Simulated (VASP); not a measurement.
# Al15TeN15 (a cell with a defect) in VASP: notebook, part 2 of 2

VASP 6.6.1. The steps go on from the part before.

### Step 3. Relaxation of the atoms, PBE

File INCAR:

```
SYSTEM = Al15TeN15
PREC = Accurate
ENCUT = 520
EDIFF = 1E-7
ISMEAR = -1
SIGMA = 0.01
LREAL = Auto
LASPH = .True.
NELM = 120
ALGO = Normal
ISIF = 2
LWAVE = .False.
LCHARG = .False.
GGA = PE
IBRION = 2
NSW = 100
EDIFFG = -0.03
GGA_COMPAT = .False.
NELMIN = 4
ISYM = -1
```

File KPOINTS:

```
explicit points
1
Reciprocal
  0.25000000   0.25000000   0.25000000 1
```

File POSCAR:

```
Al15TeN15
1.0
    6.2595139100      0.0000000600      0.0000000000
   -3.1297570100      5.4208980300      0.0000000000
    0.0000000000      0.0000000000     10.0348065900
Al Te N
15 1 15
Direct
    0.3333333300      0.1666666700      0.2496176900
    0.3333333300      0.1666666700      0.7496176900
    0.1666666700      0.3333333300      0.9996176900
    0.3333333300      0.6666666700      0.2496176900
    0.1666666700      0.8333333300      0.4996176900
    0.3333333300      0.6666666700      0.7496176900
    0.1666666700      0.8333333300      0.9996176900
    0.8333333300      0.1666666700      0.2496176900
    0.6666666700      0.3333333300      0.4996176900
    0.8333333300      0.1666666700      0.7496176900
    0.6666666700      0.3333333300      0.9996176900
    0.8333333300      0.6666666700      0.2496176900
    0.6666666700      0.8333333300      0.4996176900
    0.8333333300      0.6666666700      0.7496176900
    0.6666666700      0.8333333300      0.9996176900
    0.3333333300      0.1666666700      0.4403823100
    0.1666666700      0.3333333300      0.1903823100
    0.3333333300      0.1666666700      0.9403823100
    0.1666666700      0.3333333300      0.6903823100
    0.3333333300      0.6666666700      0.4403823100
    0.1666666700      0.8333333300      0.1903823100
    0.3333333300      0.6666666700      0.9403823100
    0.1666666700      0.8333333300      0.6903823100
    0.8333333300      0.1666666700      0.4403823100
    0.6666666700      0.3333333300      0.1903823100
    0.8333333300      0.1666666700      0.9403823100
    0.6666666700      0.3333333300      0.6903823100
    0.8333333300      0.6666666700      0.4403823100
    0.6666666700      0.8333333300      0.1903823100
    0.8333333300      0.6666666700      0.9403823100
    0.6666666700      0.8333333300      0.6903823100
```

Potentials or basis: VASP PAW PBE potentials, release 64 (Al, Te, N).

Command:

```
> cat potpaw_PBE.64/Al/POTCAR potpaw_PBE.64/Te/POTCAR potpaw_PBE.64/N/POTCAR > POTCAR
> mpirun -np 1 vasp_std > vasp.out
```

OUTCAR:

```text
SYSTEM = Al15TeN15
   PREC = Accurate
   ENCUT = 520
   EDIFF = 1E-7
   ISMEAR = -1
   LREAL = Auto
   LASPH = .True.
   NELM = 120
   ISIF = 2
   GGA = PE
   IBRION = 2
   NSW = 100
   EDIFFG = -0.03
   NELMIN = 4
   ISYM = -1

 ion  position               nearest neighbor table
   1  0.333  0.167  0.250-  17 1.90  25 1.90  21 1.90  16 1.91   3 3.09   9 3.09  11 3.09   5 3.09
                             7 3.09  12 3.13  12 3.13   8 3.13   8 3.13   4 3.13   4 3.13
   2  0.333  0.167  0.750-  19 1.90  27 1.90  23 1.90  18 1.91   3 3.09   9 3.09  11 3.09   5 3.09
                             7 3.09  16 3.10  14 3.13  14 3.13  10 3.13  10 3.13   6 3.13   6 3.13
   3  0.167  0.333  1.000-  18 1.90  26 1.90  22 1.90  17 1.91   1 3.09   2 3.09   8 3.09  10 3.09
                             4 3.09   6 3.09  15 3.13  15 3.13  11 3.13  11 3.13   7 3.13   7 3.13
   4  0.333  0.667  0.250-  21 1.90  29 1.90  17 1.90  20 1.91   5 3.09   7 3.09  13 3.09  15 3.09
[... 538 lines left out ...]

 E-fermi :   7.7098     XC(G=0): -10.8770

 val. band max:        7.4681761017   @ k =   0.2500   0.2500   0.2500
 cond. band min:       8.2665584573   @ k =   0.2500   0.2500   0.2500
 fundamental gap:      0.7983823556
 Fermi energy:         7.7098413945

 k-point     1 :       0.2500    0.2500    0.2500
  band No.  band energies     occupation
      1      -8.3712      2.00000
      2      -7.9426      2.00000
      3      -7.7630      2.00000
      4      -7.6779      2.00000
      5      -7.4007      2.00000
      6      -7.3019      2.00000
[... 67 lines left out ...]
     74      13.0015      0.00000
     75      13.1509      0.00000
 [bands above 75 left out]

------------------------ aborting loop because EDIFF is reached ----------------------------------------

  FORCE on cell =-STRESS in cart. coord.  units (eV):
  Direction    XX          YY          ZZ          XY          YZ          ZX
  --------------------------------------------------------------------------------------
  -------------------------------------------------------------------------------------
  Total        7.8118897      2.8734935     21.1529537     -4.3340091     -3.1093116      6.5536280
  in kB       36.7574884     13.5207239     99.5315452    -20.3929259    -14.6303250     30.8369566
  external PRESSURE =      49.9365858 kB  Pullay stress =       0.0000000 kB
[... 46 lines left out ...]
  FREE ENERGIE OF THE ION-ELECTRON SYSTEM (eV)
  ---------------------------------------------------
  free  energy   TOTEN  =      -223.1006293198 eV

  energy  without entropy=     -223.1006293198  energy(sigma->0) =     -223.10062932

 reached required accuracy - stopping structural energy minimisation
```

OSZICAR:

```text
N       E                     dE             d eps       ncg     rms          rms(c)
DAV:   1     0.601616664055E+03    0.60162E+03   -0.59051E+04   158   0.144E+03
DAV:   2    -0.180478912187E+03   -0.78210E+03   -0.76134E+03   197   0.285E+02
DAV:   3    -0.240562475567E+03   -0.60084E+02   -0.59618E+02   188   0.849E+01
[... 333 lines left out ...]
DAV:   4    -0.223100631499E+03    0.21622E-04   -0.13518E-04   188   0.437E-02    0.181E-02
DAV:   5    -0.223100629643E+03    0.18558E-05   -0.40825E-05   204   0.237E-02    0.109E-02
DAV:   6    -0.223100629163E+03    0.48025E-06   -0.96220E-06   196   0.117E-02    0.577E-03
DAV:   7    -0.223100629302E+03   -0.13856E-06   -0.20068E-06   188   0.541E-03    0.197E-03
DAV:   8    -0.223100629320E+03   -0.18260E-07   -0.24582E-07   116   0.221E-03
  26 F= -.22310063E+03 E0= -.22310063E+03  d E =-.542698E-03
```

CONTCAR:

```text
Al15TeN15
   1.00000000000000
     6.2595139099999999    0.0000000600000000    0.0000000000000000
    -3.1297570100000001    5.4208980300000000    0.0000000000000000
     0.0000000000000000    0.0000000000000000   10.0348065900000005
  Al              Te              N
    15     1    15
Direct
     0.3224063259267976    0.1745100351932841    0.2189519568296646
     0.3430960224904523    0.1561648002464762    0.7526074369003664
     0.1658690747640850    0.3350357172553629    0.9906059237984078
     0.3335411914553225    0.6724556225180975    0.2473091332836662
     0.1520008447336179    0.8014529990765876    0.5115064894451301
     0.3427423211260429    0.6562375424191008    0.7494212892778412
[... 23 lines left out ...]
     0.8342581145025855    0.6647090341524285    0.9411619750984659
     0.6753353098957647    0.8242118684784073    0.6897360955948240

  0.00000000E+00  0.00000000E+00  0.00000000E+00
  0.00000000E+00  0.00000000E+00  0.00000000E+00
  0.00000000E+00  0.00000000E+00  0.00000000E+00
  0.00000000E+00  0.00000000E+00  0.00000000E+00
  0.00000000E+00  0.00000000E+00  0.00000000E+00
  0.00000000E+00  0.00000000E+00  0.00000000E+00
[... 23 lines left out ...]
  0.00000000E+00  0.00000000E+00  0.00000000E+00
  0.00000000E+00  0.00000000E+00  0.00000000E+00
```

Wall time 14 min (1 thread of Intel Xeon 6975P-C (Granite Rapids), shared host); peak memory 0.49 GiB.

What came out:

```
Free energy                  : -223.1006 eV
Energy gained by relaxing    : 493.9 meV/atom
Ionic steps                  : 26
Pressure after relaxing      : 5.0 GPa
Largest force after relaxing : 0.024 eV/Å
Band gap on the k mesh       : 0.80 eV
```

Forces on the atoms (eV/Å):
```
Al  -0.009  0.004 -0.022
Al   0.008 -0.008  0.013
Al   0.003 -0.004 -0.006
Al   0.003  0.000  0.008
Al   0.010  0.004 -0.004
Al  -0.006  0.011 -0.002
Al  -0.012 -0.007  0.006
Al   0.001 -0.002  0.007
Al   0.008 -0.012 -0.005
Al  -0.014 -0.001 -0.001
Al  -0.002  0.009  0.005
Al   0.004 -0.003  0.000
Al   0.006 -0.001 -0.021
Al   0.014 -0.008 -0.002
Al   0.002 -0.005  0.018
Te   0.002  0.000  0.016
N   -0.002  0.002 -0.005
N    0.005 -0.002  0.004
N    0.014 -0.008 -0.008
N   -0.002  0.007  0.004
N   -0.006 -0.009 -0.014
N   -0.002 -0.011 -0.003
N   -0.010 -0.002  0.001
N   -0.004  0.008  0.008
N    0.001  0.008 -0.011
N    0.008  0.010 -0.004
N   -0.003  0.008  0.004
N   -0.006  0.005  0.001
N   -0.002  0.003  0.011
N   -0.006  0.001  0.002
N   -0.004  0.003  0.000
```

Step by step:
```
step  energy change (eV)  largest force (eV/Å)  pressure (GPa)
   1              0.0000               21.4479           17.80
   2              4.7931               39.5919           15.04
   3            -13.3259                3.2016            6.83
   4            -13.4203                2.4986            6.89
   5            -13.4493                3.0460            6.99
   6            -14.4719                2.0903            6.07
   7            -14.5077                1.8230            6.00
   8            -14.9665                0.7795            5.30
   9            -14.9845                0.7701            5.19
  10            -15.1559                0.4882            4.95
  11            -15.1566                0.5413            4.94
  12            -15.2317                0.3553            4.96
  13            -15.2348                0.3636            4.98
  14            -15.2689                0.2283            5.01
  15            -15.2720                0.3052            5.03
  16            -15.2944                0.1722            5.05
  17            -15.2968                0.1432            5.07
  18            -15.3033                0.0975            5.06
  19            -15.3034                0.0999            5.06
  20            -15.3078                0.0742            5.04
  21            -15.3082                0.0917            5.03
  22            -15.3101                0.0732            5.00
  23            -15.3102                0.0568            5.01
  24            -15.3112                0.0440            5.00
  25            -15.3112                0.0439            5.00
  26            -15.3117                0.0242            4.99
```

Final structure:
```
Al Te N
1.0
     6.25951    0.00000    0.00000
    -3.12976    5.42090    0.00000
     0.00000    0.00000   10.03481
Al Te N
15 1 15
Direct
  0.32241 0.17451 0.21895
  0.34310 0.15616 0.75261
  0.16587 0.33504 0.99061
  0.33354 0.67246 0.24731
  0.15200 0.80145 0.51151
  0.34274 0.65624 0.74942
  0.16828 0.82691 0.99692
  0.82832 0.16618 0.24752
  0.70013 0.34828 0.51159
  0.84350 0.15687 0.74935
  0.67227 0.33115 0.99719
  0.83200 0.66688 0.25065
  0.66950 0.83152 0.50068
  0.83804 0.66083 0.75456
  0.66980 0.83060 0.99999
  0.25349 0.24637 0.46728
  0.15661 0.34289 0.17693
  0.33540 0.16424 0.94325
  0.17834 0.32148 0.69978
  0.34735 0.69228 0.43478
  0.16390 0.83252 0.18625
  0.33972 0.66919 0.93761
  0.17144 0.81668 0.69774
  0.81638 0.15663 0.43578
  0.66486 0.33319 0.18728
  0.83142 0.16119 0.93769
  0.68220 0.32712 0.69759
  0.83292 0.66682 0.44084
  0.66822 0.83207 0.18782
  0.83426 0.66471 0.94116
  0.67534 0.82421 0.68974
```

Levels at points of the mesh, in eV from the valence-band top:
| k point | band 61 | band 62 | band 63 | band 64 | band 65 | band 66 |
| --- | --- | --- | --- | --- | --- | --- |
| (0.25, 0.25, 0.25) | -1.69 | -0.73 | 0.00 | 0.80 | 4.05 | 4.57 |

Caveat: spin-orbit coupling is left out, which moves the levels of the heavy elements.

### Step 4. Single point, r2SCAN, collinear spin

File POSCAR:

```
Al15TeN15
1.0
    6.2595139128      0.0000000578      0.0000000000
   -3.1297570064      5.4208980350      0.0000000000
    0.0000000000      0.0000000000     10.0348065929
Al Te N
15 1 15
Direct
    0.3284327537      0.1726244431      0.2197879856
    0.3400294653      0.1612511710      0.7526487414
    0.1664579807      0.3348045766      0.9852503292
    0.3332904382      0.6696809017      0.2478261013
    0.1546520960      0.8011249286      0.5096711147
    0.3403168555      0.6592735377      0.7526170583
    0.1677122502      0.8281373614      0.9978331690
    0.8319720722      0.1681911310      0.2479219026
    0.7005551656      0.3468161874      0.5096964666
    0.8424802804      0.1612038231      0.7523926798
    0.6730216314      0.3333192599      0.9977906115
    0.8339602311      0.6677090737      0.2522152356
    0.6666003798      0.8348370474      0.4997651102
    0.8366969936      0.6641592484      0.7530195738
    0.6692133793      0.8320778437      1.0020319460
    0.2631727535      0.2382404280      0.4621226926
    0.1604010238      0.3404179694      0.1747929833
    0.3379138167      0.1631993128      0.9449512319
    0.1747999479      0.3275194512      0.7201997927
    0.3472940458      0.6966520663      0.4324527972
    0.1638016388      0.8300864678      0.1851998066
    0.3412086759      0.6746326896      0.9413219427
    0.1706469101      0.8203536635      0.6976376932
    0.8061182041      0.1546588201      0.4326714685
    0.6713102357      0.3376228175      0.1852714011
    0.8264921724      0.1599269985      0.9410355125
    0.6804188101      0.3299893023      0.6976220772
    0.8322423815      0.6691514438      0.4422725454
    0.6700246407      0.8317076473      0.1887062286
    0.8339153319      0.6670157485      0.9401628319
    0.6731255698      0.8280988887      0.6909096207
```

File INCAR.step1:

```
SYSTEM = Al15TeN15
ALGO = Normal
EDIFF = 1E-5
ENCUT = 580
GGA = PE
GGA_COMPAT = .False.
ISMEAR = -1
ISPIN = 2
ISYM = -1
LASPH = .True.
LCHARG = .False.
LREAL = Auto
LWAVE = .True.
MAGMOM = 0 0 0 0 0.01 0 0 0 0.01 0 0 0 0 0 0 0.19 0 0 0.05 0.19 0.01 0 0.01 0.2 0.01 0.01 0 0 0 0 0
NBANDS = 88
NELECT = 127.0
NELM = 200
NUPDOWN = 1.0
PREC = Accurate
SIGMA = 0.01
```

File INCAR.step2:

```
SYSTEM = Al15TeN15
ALGO = Normal
EDIFF = 1E-6
ENCUT = 580
GGA_COMPAT = .False.
ISIF = 2
ISMEAR = -1
ISPIN = 2
ISTART = 1
ISYM = -1
LASPH = .True.
LCHARG = .False.
LMIXTAU = .True.
LORBIT = 11
LREAL = Auto
LWAVE = .False.
MAGMOM = 0 0 0 0 0.01 0 0 0 0.01 0 0 0 0 0 0 0.19 0 0 0.05 0.19 0.01 0 0.01 0.2 0.01 0.01 0 0 0 0 0
METAGGA = R2SCAN
NBANDS = 88
NELECT = 127.0
NELM = 200
NUPDOWN = 1.0
PREC = Accurate
SIGMA = 0.01
```

KPOINTS is that of step 3.

Command:

```
> cat potpaw_PBE.64/Al/POTCAR potpaw_PBE.64/Te/POTCAR potpaw_PBE.64/N/POTCAR > POTCAR
> cp INCAR.step1 INCAR
> mpirun -np 1 vasp_std > vasp.out
> cp INCAR.step2 INCAR
> mpirun -np 1 vasp_std > vasp.out
```

Wall time 4.5 min (1 thread of Intel Xeon 6975P-C (Granite Rapids), shared host); peak memory 0.72 GiB.

The run converged. Its results:

```
Free energy                                           : -302.0657 eV
Largest force                                         : 0.322 eV/Å
Net moment                                            : 1.00 μB per cell
Site moments                                          : Al -0.00, +0.02, +0.00, -0.01 (each value once); Te +0.23; N -0.00, +0.00, +0.04, +0.17, +0.01, +0.18 (each value once) μB
Valence electrons inside the program's atomic spheres : Al 0.83, 0.82, 0.81, 0.86, 0.84 (each value once); Te 3.65; N 3.88, 3.89, 3.85, 3.90, 3.92 (each value once)
```

Forces in eV/Å, atoms in the order of the input:
```
Al  -0.040  0.024 -0.053
Al  -0.092  0.048  0.035
Al  -0.003  0.006 -0.001
Al  -0.017  0.043  0.003
Al  -0.050 -0.058  0.055
Al  -0.025 -0.073  0.043
Al   0.032  0.013  0.021
Al  -0.049 -0.005  0.001
Al   0.021  0.067  0.054
Al   0.051  0.054  0.047
Al   0.006 -0.030  0.024
Al  -0.004  0.000 -0.017
Al  -0.038  0.017 -0.029
Al   0.013 -0.007  0.018
Al  -0.023  0.015 -0.017
Te   0.261 -0.145 -0.121
N    0.056 -0.033 -0.020
N    0.006 -0.005 -0.015
N   -0.002 -0.007  0.234
N   -0.009  0.142 -0.040
N    0.007  0.051 -0.049
N   -0.009 -0.002 -0.007
N   -0.005  0.003 -0.032
N   -0.136 -0.058 -0.034
N   -0.040 -0.028 -0.048
N   -0.002  0.007 -0.004
N    0.009  0.010 -0.044
N    0.079 -0.045  0.018
N    0.000 -0.003 -0.013
N    0.007 -0.006 -0.002
N   -0.001  0.003 -0.009
```

Caveat: the cell carries a net charge on a neutralising background, which shifts energy and pressure; the cell is charged against a uniform background, so pressure and absolute levels hang on convention; the PAW data sets were made with another functional, which shifts forces and pressure a little; spin-orbit coupling is left out, which moves the levels of the heavy elements; the total moment is fixed, so each spin has its own Fermi level and the state may be an excited one.
